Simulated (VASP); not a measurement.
# Ba (Fm-3m) in VASP: notebook

The runs below take Ba through single point, with PBEsol.

Everything below comes from runs of VASP 6.6.1. Logs are shortened: lines on timing, memory, paths and dates and some standing lists are left out, and cuts for length are marked.

**1. The cell of the first run**

Symmetry: Fm-3m, No. 225, cubic system. The conventional cell has a = 5.599 Å, b = 5.599 Å, c = 5.599 Å, α = 90.00°, β = 90.00°, γ = 90.00°. Ba (site symmetry m-3m) has 12 Ba at 3.96 Å within 5.2 Å.

**2. Single point, PBEsol (volume scaled by 0.75)**

INCAR

```
SYSTEM = Ba
PREC     = Accurate       ! precision mode
ENCUT    = 520            ! plane-wave cutoff, eV
EDIFF    = 1E-6           ! SCF threshold, eV
ISMEAR   = -1             ! smearing method
SIGMA    = 0.08           ! smearing width, eV
LREAL    = .FALSE.        ! projectors in reciprocal space
LASPH    = .TRUE.         ! aspherical terms in the spheres
NELM     = 60             ! most SCF steps
ALGO     = Normal         ! electronic algorithm
ISIF     = 2              ! what is computed and relaxed
LWAVE    = .FALSE.        ! write WAVECAR
LCHARG   = .FALSE.        ! write CHGCAR
GGA      = PS             ! functional
NBANDS   = 11             ! bands
```

KPOINTS

```
regular mesh
0
G
  12 12 12
  0 0 0
```

POSCAR

```
Ba
1.0
    0.0000000000      2.7994624027      2.7994624027
    2.7994624027      0.0000000000      2.7994624027
    2.7994624027      2.7994624027      0.0000000000
Ba
1
Direct
    0.0000000000      0.0000000000      0.0000000000
```

Potentials or basis: VASP PAW PBE potentials, release 64 (Ba_sv).

On the command line:

```bash
$ cat potpaw_PBE.64/Ba_sv/POTCAR > POTCAR
$ mpirun -np 1 vasp_std > vasp.out
```

OUTCAR:

```text
SYSTEM = Ba
   PREC = Accurate
   ENCUT = 520
   EDIFF = 1E-6
   ISMEAR = -1
   LREAL = .FALSE.
   LASPH = .TRUE.
   NELM = 60
   ISIF = 2
   GGA = PS

 ion  position               nearest neighbor table
   1  0.000  0.000  0.000-

  LATTYP: Found a face centered cubic cell.
 ALAT       =     5.5989248054

  Lattice vectors:

 A1 = (   0.0000000000,   2.7994624027,   2.7994624027)
 A2 = (   2.7994624027,   0.0000000000,   2.7994624027)
 A3 = (   2.7994624027,   2.7994624027,   0.0000000000)

Analysis of symmetry for initial positions (statically):
=====================================================================
 Subroutine PRICEL returns:
 Original cell was already a primitive cell.

 Routine SETGRP: Setting up the symmetry group for a
 face centered cubic supercell.

 Subroutine GETGRP returns: Found 48 space group operations
 (whereof 48 operations were pure point group operations)
 out of a pool of 48 trial point group operations.

The static configuration has the point symmetry O_h .

Analysis of symmetry for dynamics (positions and initial velocities):
=====================================================================
 Subroutine PRICEL returns:
 Original cell was already a primitive cell.

 Routine SETGRP: Setting up the symmetry group for a
 face centered cubic supercell.

 Subroutine GETGRP returns: Found 48 space group operations
 (whereof 48 operations were pure point group operations)
 out of a pool of 48 trial point group operations.

The dynamic configuration has the point symmetry O_h .

 Subroutine INISYM returns: Found 48 space group operations
 (whereof 48 operations are pure point group operations),
 and found     1 'primitive' translations

----------------------------------------------------------------------------------------

                                     Primitive cell

  volume of cell :      43.8787

  direct lattice vectors                    reciprocal lattice vectors
     0.000000000  2.799462403  2.799462403    -0.178605721  0.178605721  0.178605721
     2.799462403  0.000000000  2.799462403     0.178605721 -0.178605721  0.178605721
     2.799462403  2.799462403  0.000000000     0.178605721  0.178605721 -0.178605721

  length of vectors
     3.959037697  3.959037697  3.959037697     0.309354183  0.309354183  0.309354183

  position of ions in fractional coordinates (direct lattice)
     0.000000000  0.000000000  0.000000000

  ion indices of the primitive-cell ions
   primitive index   ion index
                 1           1

----------------------------------------------------------------------------------------

 KPOINTS: regular mesh

Automatic generation of k-mesh.
 Grid dimensions read from file:
 generate k-points for:   12   12   12

 Generating k-lattice:

  Cartesian coordinates                     Fractional coordinates (reciprocal lattice)
    -0.014883810  0.014883810  0.014883810     0.083333333  0.000000000  0.000000000
     0.014883810 -0.014883810  0.014883810     0.000000000  0.083333333  0.000000000
     0.014883810  0.014883810 -0.014883810     0.000000000  0.000000000  0.083333333

  Length of vectors
     0.025779515  0.025779515  0.025779515

  Shift w.r.t. Gamma in fractional coordinates (k-lattice)
     0.000000000  0.000000000  0.000000000

 Subroutine IBZKPT returns following result:
 ===========================================

 Found     72 irreducible k-points:

 Following reciprocal coordinates:
            Coordinates               Weight
  0.000000  0.000000  0.000000      1.000000
  0.083333  0.000000  0.000000      8.000000
  0.166667  0.000000  0.000000      8.000000
  0.250000  0.000000  0.000000      8.000000
  0.333333  0.000000  0.000000      8.000000
  0.416667  0.000000  0.000000      8.000000
[... 16 lines left out ...]
  0.500000  0.166667  0.000000     24.000000
 -0.416667  0.166667  0.000000     24.000000
 [... further k-points ...]
   k-points           NKPTS =     72   k-points in BZ     NKDIM =     72   number of bands    NBANDS=     11
   number of dos      NEDOS =    301   number of ions     NIONS =      1
   total plane-waves  NPLWV =  27000
   dimension x,y,z NGX =    30 NGY =   30 NGZ =   30
   dimension x,y,z NGXF=    60 NGYF=   60 NGZF=   60
   ions per type =               1
   NGX,Y,Z   is equivalent  to a cutoff of  12.60, 12.60, 12.60 a.u.
   NGXF,Y,Z  is equivalent  to a cutoff of  25.19, 25.19, 25.19 a.u.
 SYSTEM =  Ba
   PREC   = accura    normal or accurate (medium, high low for compatibility)
   ISTART =      0    job   : 0-new  1-cont  2-samecut
   ICHARG =      2    charge: 1-file 2-atom 10-const
   ISPIN  =      1    spin polarized calculation?
   LNONCOLLINEAR =      F non collinear calculations
   LSORBIT =      F    spin-orbit coupling
   LASPH  =      T    aspherical Exc in radial PAW
   ENCUT  =  520.0 eV  38.22 Ry    6.18 a.u.   7.36  7.36  7.36*2*pi/ulx,y,z
   NELM   =     60;   NELMIN=  2; NELMDL= -5     # of ELM steps
   EDIFF  = 0.1E-05   stopping-criterion for ELM
   LREAL  =      F    real-space projection
   EDIFFG = 0.1E-04   stopping-criterion for IOM
   NSW    =      0    number of steps for IOM
   IBRION =     -1    ionic relax: 0-MD 1-quasi-New 2-CG
   NFREE  =      0    steps in history (QN), initial steepest desc. (CG)
   ISIF   =      2    stress and relaxation
   ISYM   =      2    0-nonsym 1-usesym 2-fastsym
   POTIM  = 0.5000    time-step for ionic-motion
   TEBEG  =    0.0;   TEEND  =   0.0 temperature during run
   PSTRESS=    0.0 pullay stress
   NELECT =      10.0000    total number of electrons
   NUPDOWN=      -1.0000    fix difference up-down
   EMIN   =  10.00;   EMAX   =-10.00  energy-range for DOS
   EFERMI =   0.00;   METHOD = LEGACY
   ISMEAR =    -1;   SIGMA  =   0.08  broadening in eV -4-tet -1-fermi 0-gaus
   EFERMI_NEDOS =   21; number of points for ismear=-14 and -15
   IALGO  =     38    algorithm
   IMIX   =      4    mixing-type and parameters
     AMIX     =   0.40;   BMIX     =  1.00
     AMIX_MAG =   1.60;   BMIX_MAG =  1.00
  volume/ion in A,a.u.               =      43.88       296.11
  Fermi-wavevector in a.u.,A,eV,Ry     =   0.999977  1.889683 13.605212  0.999955
  Thomas-Fermi vector in A             =   2.132303
   LORBIT       =      0    0 simple, 1 ext, 2 COOP (PROOUT), +10 PAW based schemes
   GGA     = PS    functional components
   LHFCALC =     F    Hartree Fock is set to
   AEXX    =    0.0000 exact exchange contribution
   IVDW    =     0    specifies the selected vdW correction
   LEPSILON=     F    determine dielectric tensor
   LRPA    =     F    only Hartree local field effects (RPA)
 non-spin polarized calculation
  energy-cutoff  :      520.00
  volume of cell :       43.88
 maximum number of plane-waves:      1243
 NGX is ok and might be reduce to    30
   NGX = 15   NGY = 15   NGZ = 15

 number of electron      10.0000000 magnetization

 Free energy of the ion-electron system (eV)
  ---------------------------------------------------
  ext. energy  EPLUGINS =         0.00000000
  ---------------------------------------------------
  free energy    TOTEN  =        -2.00401518 eV

  energy without entropy =       -1.97107896  energy(sigma->0) =       -1.98754707

 E-fermi :   2.9140     XC(G=0):  -8.7832

 val. band max:        2.8835659823   @ k =  -0.2500   0.4167   0.1667
 cond. band min:       2.9214570429   @ k =   0.4167   0.3333   0.0833
 fundamental gap:      0.0378910606
 Fermi energy:         2.9139608154

 k-point     1 :       0.0000    0.0000    0.0000
  band No.  band energies     occupation
      1     -25.4630      2.00000
      2      -9.9905      2.00000
      3      -9.9905      2.00000
      4      -9.9905      2.00000
      5       0.1599      2.00000
      6       5.0588      0.00000
      7       5.0588      0.00000
      8       5.0588      0.00000
      9       7.4348      0.00000
     10       7.4348      0.00000
     11       9.7760      0.00000

 k-point     2 :       0.0833    0.0000    0.0000
  band No.  band energies     occupation
      1     -25.4511      2.00000
      2     -10.0976      2.00000
      3     -10.0024      2.00000
      4     -10.0024      2.00000
      5       0.3577      2.00000
      6       4.8443      0.00000
      7       5.1487      0.00000
      8       5.1487      0.00000
      9       7.2847      0.00000
     10       7.2847      0.00000
     11      10.2181      0.00000

 k-point     3 :       0.1667    0.0000    0.0000
  band No.  band energies     occupation
      1     -25.4183      2.00000
      2     -10.3764      2.00000
      3     -10.0346      2.00000
      4     -10.0346      2.00000
      5       0.8706      2.00000
      6       4.4476      0.00000
      7       5.3234      0.00000
      8       5.3234      0.00000
      9       7.0751      0.00000
     10       7.0751      0.00000
     11      10.7461      0.00000

 k-point     4 :       0.2500    0.0000    0.0000
  band No.  band energies     occupation
      1     -25.3728      2.00000
      2     -10.7297      2.00000
      3     -10.0779      2.00000
      4     -10.0779      2.00000
      5       1.4507      2.00000
      6       4.2719      0.00000
      7       5.3112      0.00000
      8       5.3112      0.00000
      9       7.2814      0.00000
     10       7.2814      0.00000
     11      10.1805      0.00000
[... 239 lines left out ...]
 k-point    22 :       0.4167    0.1667    0.0000
  band No.  band energies     occupation
      1     -25.2890      2.00000
      2     -11.0966      2.00000
      3     -10.3111      2.00000
      4     -10.2458      2.00000
      5       2.3182      1.99883
      6       3.8354      0.00002
      7       4.5338      0.00000
      8       5.7168      0.00000
      9       8.2713      0.00000
     10       9.2219      0.00000
     11      11.2183      0.00000

 k-point    23 :       0.5000    0.1667    0.0000
  band No.  band energies     occupation
      1     -25.2649      2.00000
      2     -11.2316      2.00000
      3     -10.3854      2.00000
      4     -10.2432      2.00000
      5       2.3870      1.99725
      6       3.8271      0.00002
      7       4.9658      0.00000
      8       5.5060      0.00000
      9       9.1895      0.00000
     10       9.4039      0.00000
     11      11.2884      0.00000

 k-point    24 :      -0.4167    0.1667    0.0000
  band No.  band energies     occupation
      1     -25.2617      2.00000
      2     -11.2435      2.00000
      3     -10.4321      2.00000
      4     -10.2136      2.00000
      5       2.4552      1.99355
      6       3.8529      0.00002
      7       5.1108      0.00000
      8       5.4031      0.00000
      9       8.6806      0.00000
     10       9.7334      0.00000
     11      11.1559      0.00000

 [... further k-points ...]

------------------------ aborting loop because EDIFF is reached ----------------------------------------

  FORCE on cell =-STRESS in cart. coord.  units (eV):
  Direction    XX          YY          ZZ          XY          YZ          ZX
  --------------------------------------------------------------------------------------
  -------------------------------------------------------------------------------------
  Total        0.9846716      0.9846716      0.9846716      0.0000000      0.0000000      0.0000000
  in kB       35.9540731     35.9540731     35.9540731      0.0000000      0.0000000      0.0000000
  external PRESSURE =      35.9540731 kB  Pullay stress =       0.0000000 kB

 VOLUME and BASIS-vectors are now :
 -----------------------------------------------------------------------------
  energy-cutoff  :      520.00
  volume of cell :       43.88
      direct lattice vectors                 reciprocal lattice vectors
     0.000000000  2.799462403  2.799462403    -0.178605721  0.178605721  0.178605721
     2.799462403  0.000000000  2.799462403     0.178605721 -0.178605721  0.178605721
     2.799462403  2.799462403  0.000000000     0.178605721  0.178605721 -0.178605721

 POSITION                                       TOTAL-FORCE (eV/Angst)
 -----------------------------------------------------------------------------------
      0.00000      0.00000      0.00000         0.000000      0.000000     -0.000000
 -----------------------------------------------------------------------------------
    total drift:                               -0.000000     -0.000000     -0.000000

  FREE ENERGIE OF THE ION-ELECTRON SYSTEM (eV)
  ---------------------------------------------------
  free  energy   TOTEN  =        -2.0040151832 eV

  energy  without entropy=       -1.9710789590  energy(sigma->0) =       -1.98754707
```

It took 59 s on 1 thread of AMD EPYC 7R13, shared host; peak memory 0.16 GiB.

Results:

```
Free energy            : -2.0040 eV
Pressure               : 3.6 GPa
Band gap on the k mesh : zero (band 5 reaches 3.26 eV, above the bottom of band 6 at 2.28 eV)
```

Levels at points of the mesh, in eV from the Fermi level:
| k point | band 3 | band 4 | band 5 | band 6 | band 7 | band 8 |
| --- | --- | --- | --- | --- | --- | --- |
| (0.00, 0.00, 0.00) | -12.90 | -12.90 | -2.75 | 2.14 | 2.14 | 2.14 |
| (0.50, 0.00, 0.00) | -13.08 | -13.08 | -1.11 | 1.91 | 1.91 | 2.58 |
| (0.50, 0.50, 0.00) | -13.39 | -13.39 | -1.34 | -0.63 | 4.06 | 6.46 |

Caveat: the PAW data sets were made with another functional, which shifts forces and pressure a little; spin-orbit coupling is left out, which moves the levels of the heavy elements.

[end of part 1 of 2]
